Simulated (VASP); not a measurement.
Wanted: the native input for a VASP 6.6.1 run.

```yaml
Task: single point
Functional: PBEsol
Dispersion: D3(BJ)
Potentials_or_basis: VASP PAW PBE potentials, release 64 (Ta_pv, O)
Cutoff: 520 eV
k_mesh: 8 × 8 × 4
Occupations: fermi-dirac, width 0.05 eV
Spin: no spin polarisation
Dipole_correction: no
Further_INCAR_settings: ALGO = Normal; EDIFF = 1e-06; NBANDS = 33
```

The structure of Ta4O lies in POSCAR:

```
Ta4O
1.0
    3.1767541408      0.0000000000      0.0000000000
    0.0000000000      3.1767541408      0.0000000000
    0.0000000000      0.0000000000      7.2975244458
Ta O
4 1
Direct
    0.0000000000      0.0000000000      0.0000000000
    0.5000000000      0.5000000000      0.2166380601
    0.5000000000      0.5000000000      0.7833619399
    0.0000000000      0.0000000000      0.5000000000
    0.5000000000      0.5000000000      0.5000000000
```

These files were run (other wordings do the same):

INCAR

```
PREC = Accurate
ENCUT = 520
EDIFF = 1E-6
ISMEAR = -1
SIGMA = 0.05
LREAL = False
LASPH = True
NELM = 80
ALGO = Normal
ISIF = 2
LWAVE = False
LCHARG = False
GGA = PS
IVDW = 12
NBANDS = 33
```

KPOINTS

```
regular mesh
0
Gamma
  8 8 4
```

Potentials or basis: VASP PAW PBE potentials, release 64 (Ta_pv, O).

Run with:

```sh
$ cat potpaw_PBE.64/Ta_pv/POTCAR potpaw_PBE.64/O/POTCAR > POTCAR
$ mpirun -np 1 vasp_std > vasp.out
```

Results of the run:

The pressure is 0.5 GPa. The largest force is 0.036 eV/Å, the band gap on the k mesh is zero (band 25 reaches 7.23 eV, above the bottom of band 26 at 6.33 eV) and the dispersion energy per atom is -0.622 eV.

Caveat: the PAW data sets were made with another functional, which shifts forces and pressure a little; spin-orbit coupling is left out, which moves the levels of the heavy elements; pairwise dispersion overbinds metals, which lowers pressure and volume.

Wall time 39 s on 1 thread of Intel(R) Xeon(R) 6975P-C (Granite Rapids), with other jobs on the host, peak memory 0.24 GiB.
